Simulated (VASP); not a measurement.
TiZn3, 4 atoms in the cell. Symmetry: Pm-3m, No. 221, cubic system. Conventional cell: a = 3.955 Å, b = 3.955 Å, c = 3.955 Å, α = 90.00°, β = 90.00°, γ = 90.00°. Within 3.7 Å of Ti (site symmetry m-3m) lie 12 Zn at 2.80 Å. Within 3.7 Å of Zn (site symmetry 4/mmm) lie 4 Ti at 2.80 Å and 8 Zn at 2.80 Å.  This cell differs from its parent crystal: volume scaled by 1.06.

| Property | Result |
| --- | --- |
| Program | VASP 6.6.1 |
| Task | single point |
| Functional | r2SCAN |
| Potentials or basis | VASP PAW PBE potentials, release 64 (Ti_sv, Zn) |
| Cutoff | 520 eV |
| k mesh | 10 × 10 × 10 |
| Occupations | gaussian, width 0.1 eV |
| Spin | no spin polarisation |
| Dipole correction | no |
| Further INCAR settings | ALGO = Normal; EDIFF = 1e-07; NBANDS = 32 |

Potentials or basis: VASP PAW PBE potentials, release 64 (Ti_sv, Zn).

Command:

```console
$ cat potpaw_PBE.64/Ti_sv/POTCAR potpaw_PBE.64/Zn/POTCAR > POTCAR
$ cp INCAR.step1 INCAR
$ mpirun -np 1 vasp_std > vasp.out
$ cp INCAR.step2 INCAR
$ mpirun -np 1 vasp_std > vasp.out
```

Hardware: 1 thread of Intel(R) Xeon(R) Platinum 8259CL CPU @ 2.50GHz (Skylake/Cascade Lake) (shared host).

Q: How long does it take, and how much memory?

A: It took 6.8 min on 1 thread of Intel(R) Xeon(R) Platinum 8259CL CPU @ 2.50GHz (Skylake/Cascade Lake), on a shared host, peak memory 0.23 GiB. Counts: k points 56.
